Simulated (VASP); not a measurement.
# Ta2C (P-3m1) in VASP: a series of runs, part 2 of 2

VASP 6.6.1. Earlier steps stand in the parts before.

### Step 5. Single point, PBEsol (biaxial strain in the a-b plane: -1.0 %)

INCAR

```
SYSTEM = Ta2C
  PREC = Accurate
  ENCUT = 520
  EDIFF = 1E-7
  ISMEAR = 0
  SIGMA = 0.1
  LREAL = .False.
  LASPH = .True.
  NELM = 60
  ALGO = Normal
  ISIF = 2
  LWAVE = .False.
  LCHARG = .False.
  GGA = PS
  NBANDS = 20
```

KPOINTS

```
Automatic mesh
0
Gamma
  18 18 10
  0 0 0
```

POSCAR

```
Ta2C
1.0
    3.0643476896      0.0000000000      0.0000000000
   -1.5321738448      2.6538029452      0.0000000000
    0.0000000000      0.0000000000      4.9506067769
Ta C
2 1
Direct
    0.3333333333      0.6666666667      0.2528761937
    0.6666666667      0.3333333333      0.7471238063
    0.0000000000      0.0000000000      0.0000000000
```

Potentials or basis: VASP PAW PBE potentials, release 64 (Ta_pv, C).

Command:

```console
$ cat potpaw_PBE.64/Ta_pv/POTCAR potpaw_PBE.64/C/POTCAR > POTCAR
$ mpirun -np 1 vasp_std > vasp.out
```

OUTCAR:

```text
SYSTEM = Ta2C
   PREC = Accurate
   ENCUT = 520
   EDIFF = 1E-7
   ISMEAR = 0
   LREAL = .False.
   LASPH = .True.
   NELM = 60
   ISIF = 2
   GGA = PS

 ion  position               nearest neighbor table
   1  0.333  0.667  0.253-   3 2.17   3 2.17   3 2.17   2 3.02   2 3.02   2 3.02   2 3.07   2 3.07
                             2 3.07
   2  0.667  0.333  0.747-   3 2.17   3 2.17   3 2.17   1 3.02   1 3.02   1 3.02   1 3.07   1 3.07
                             1 3.07
   3  0.000  0.000  0.000-   1 2.17   2 2.17   1 2.17   2 2.17   2 2.17   1 2.17

  LATTYP: Found a hexagonal cell.
 ALAT       =     3.0643476896
 C/A-ratio  =     1.6155499566

  Lattice vectors:

 A1 = (   3.0643476896,   0.0000000000,   0.0000000000)
 A2 = (  -1.5321738448,   2.6538029452,   0.0000000000)
 A3 = (   0.0000000000,   0.0000000000,   4.9506067769)

Analysis of symmetry for initial positions (statically):
=====================================================================
 Subroutine PRICEL returns:
 Original cell was already a primitive cell.

 Routine SETGRP: Setting up the symmetry group for a
 hexagonal supercell.

 Subroutine GETGRP returns: Found 12 space group operations
 (whereof 12 operations were pure point group operations)
[... 168 lines left out ...]

 val. band max:        6.6153110437   @ k =   0.0556   0.0556   0.5000
 cond. band min:       6.6293267564   @ k =  -0.1111   0.3889   0.4000
 fundamental gap:      0.0140157127
 Fermi energy:         6.6256408634

 k-point     1 :       0.0000    0.0000    0.0000
  band No.  band energies     occupation
      1     -28.1487      2.00000
      2     -27.3879      2.00000
      3     -27.3879      2.00000
      4     -27.2758      2.00000
      5     -27.2758      2.00000
      6     -27.2167      2.00000
[... 541 lines left out ...]
     19      12.5902      0.00000
     20      12.9247      0.00000

 [... further k-points ...]

------------------------ aborting loop because EDIFF is reached ----------------------------------------

  FORCE on cell =-STRESS in cart. coord.  units (eV):
  Direction    XX          YY          ZZ          XY          YZ          ZX
  --------------------------------------------------------------------------------------
  -------------------------------------------------------------------------------------
  Total        1.6736709      1.6736709      0.1892594      0.0000000     -0.0000000      0.0000000
  in kB       66.6063282     66.6063282      7.5318734      0.0000000     -0.0000000      0.0000000
  external PRESSURE =      46.9148433 kB  Pullay stress =       0.0000000 kB

 VOLUME and BASIS-vectors are now :
 -----------------------------------------------------------------------------
  energy-cutoff  :      520.00
  volume of cell :       40.26
      direct lattice vectors                 reciprocal lattice vectors
     3.064347690  0.000000000  0.000000000     0.326333726  0.188408865  0.000000000
    -1.532173845  2.653802945  0.000000000     0.000000000  0.376817729  0.000000000
     0.000000000  0.000000000  4.950606777     0.000000000  0.000000000  0.201995441

 POSITION                                       TOTAL-FORCE (eV/Angst)
 -----------------------------------------------------------------------------------
     -0.00000      1.76920      1.25189        -0.000000      0.000000      0.138564
      1.53217      0.88460      3.69872         0.000000      0.000000     -0.138564
      0.00000      0.00000      0.00000         0.000000      0.000000      0.000000
 -----------------------------------------------------------------------------------
    total drift:                                0.000000     -0.000000      0.000000

  FREE ENERGIE OF THE ION-ELECTRON SYSTEM (eV)
  ---------------------------------------------------
  free  energy   TOTEN  =       -36.6877584540 eV

  energy  without entropy=      -36.6843318722  energy(sigma->0) =      -36.68604516
```

Run time: 2.9 min. Hardware: 1 thread of Intel Xeon 6975P-C, shared host; peak memory 0.35 GiB.

What came out:

| Quantity | Value |
| --- | --- |
| Free energy | -36.6878 eV |
| Pressure | 4.7 GPa |
| Largest force | 0.139 eV/Å |
| Band gap on the k mesh | zero (band 13 reaches 7.12 eV, above the bottom of band 14 at 6.38 eV) |

Forces on the atoms (eV/Å):
```
Ta   0.000  0.000  0.139
Ta   0.000  0.000 -0.139
C    0.000  0.000  0.000
```

Caveat: the cell differs from its parent crystal (biaxial strain in the a-b plane: -1.0 %); the PAW data sets were made with another functional, which shifts forces and pressure a little; spin-orbit coupling is left out, which moves the levels of the heavy elements.

### Step 6. Single point, PBEsol (equal strain along all axes, cell held: +3.0 %, then relaxed in part)

INCAR

```
SYSTEM = Ta2C
ALGO = Normal
EDIFF = 1E-6
ENCUT = 520
GGA = PS
ISIF = 2
ISMEAR = 0
LASPH = .True.
LCHARG = .False.
LREAL = .False.
LWAVE = .False.
NBANDS = 20
NELM = 60
PREC = Accurate
SIGMA = 0.1
```

KPOINTS

```
k-points
0
Gamma
  18 18 10
  0 0 0
```

POSCAR

```
Ta2C
1.0
    3.1881597234      0.0000000000      0.0000000000
   -1.5940798617      2.7610273118      0.0000000000
    0.0000000000      0.0000000000      5.0687126917
Ta C
2 1
Direct
    0.3333333333      0.6666666667      0.2471377606
    0.6666666667      0.3333333333      0.7528622394
    0.0000000000      0.0000000000      0.0000000000
```

Potentials or basis: VASP PAW PBE potentials, release 64 (Ta_pv, C).

Command:

```console
$ cat potpaw_PBE.64/Ta_pv/POTCAR potpaw_PBE.64/C/POTCAR > POTCAR
$ mpirun -np 1 vasp_std > vasp.out
```

Run time: 72 s. Hardware: 1 thread of Intel Xeon 6975P-C (Granite Rapids), shared host; peak memory 0.37 GiB.

Results (log left out):

```yaml
Free_energy: -36.4600 eV
Pressure: -19.5 GPa
Largest_force: 0.037 eV/Å
Band_gap_on_the_k_mesh: zero (band 13 reaches 6.17 eV, above the bottom of band 14 at 5.49 eV)
```

Forces in eV/Å, atoms in the order of the input:
```
Ta   0.000  0.000  0.037
Ta   0.000  0.000 -0.037
C    0.000  0.000  0.000
```

Stress tensor (GPa, compression positive):
```
-19.60   0.00   0.00
  0.00 -19.60   0.00
  0.00   0.00 -19.21
```

Levels at points of the mesh, in eV from the Fermi level:
```tsv
k point	band 10	band 11	band 12	band 13	band 14	band 15	band 16	band 17
(0.00, 0.00, 0.00)	-3.52	-3.04	0.03	0.43	0.43	1.03	1.03	2.32
(0.50, 0.00, 0.00)	-3.84	-3.34	-1.68	-0.36	3.10	3.19	4.11	4.41
(0.00, 0.00, 0.50)	-3.71	-1.64	-1.44	-0.25	-0.25	2.56	2.56	3.18
(0.50, 0.00, 0.50)	-3.51	-2.39	-1.15	-1.02	1.57	1.73	3.76	4.31
```

Caveat: the cell differs from its parent crystal (equal strain along all axes, cell held: +3.0 %, then relaxed in part); the PAW data sets were made with another functional, which shifts forces and pressure a little; spin-orbit coupling is left out, which moves the levels of the heavy elements.

### Step 7. Summary

```tsv
cell	gap on the mesh (eV)	pressure (GPa)	largest force (eV/Å)
a = 3.033, b = 3.033, c = 4.979 Å, angles 90.0, 90.0, 120.0°, 3 atoms	none	8.9	0.05
a = 3.033, b = 3.033, c = 4.980 Å, angles 90.0, 90.0, 120.0°, 3 atoms	none	9.0	0.13
a = 3.064, b = 3.064, c = 4.950 Å, angles 90.0, 90.0, 120.0°, 3 atoms	none	4.5	0.05
a = 3.064, b = 3.064, c = 4.951 Å, angles 90.0, 90.0, 120.0°, 3 atoms	none	4.7	0.14
a = 3.188, b = 3.188, c = 5.069 Å, angles 90.0, 90.0, 120.0°, 3 atoms	none	-19.5	0.04
```

Some of these runs hold the atoms at other places in the same cell, which the table doesn't show; runs alike in all that it shows share one row.

Alike in all rows: task single point; level PBEsol; potentials or basis VASP PAW PBE potentials, release 64 (Ta_pv, C); no spin polarisation; k mesh 18 × 18 × 10; cutoff (eV) 520; smearing gaussian 0.1 eV.

Caveats: the PAW data sets were made with another functional, which shifts forces and pressure a little; spin-orbit coupling is left out, which moves the levels of the heavy elements.

Total energies depend on the potentials used, so only differences within one code and one set of settings carry meaning.
